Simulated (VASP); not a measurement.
A run of VASP 6.6.1 is set up as follows.

Contents of INCAR:

```
PREC = Accurate
ENCUT = 520
EDIFF = 1E-6
ISMEAR = 0
SIGMA = 0.01
LREAL = F
LASPH = T
NELM = 80
ALGO = Normal
ISIF = 2
LWAVE = F
LCHARG = F
GGA = PS
NBANDS = 11
```

KPOINTS

```
Automatic mesh
0
Gamma
  8 8 8
```

The input POSCAR:

```
BP
1.0
    0.0000000000      2.2031534281      2.2031534281
    2.2031534281      0.0000000000      2.2031534281
    2.2031534281      2.2031534281      0.0000000000
B P
1 1
Direct
    0.0000000000      0.0000000000      0.0000000000
    0.7500000000      0.7500000000      0.7500000000
```

Potentials or basis: VASP PAW PBE potentials, release 64 (B, P).

Launch:

```bash
$ cat potpaw_PBE.64/B/POTCAR potpaw_PBE.64/P/POTCAR > POTCAR
$ mpirun -np 1 vasp_std > vasp.out
```

(1) Estimate the band gap on the k mesh.

(2) Predict the pressure.

Results:

(1) 1.05 eV, indirect (least direct gap 3.50 eV).

(2) 15.1 GPa.

Caveat: the PAW data sets were made with another functional, which shifts forces and pressure a little.
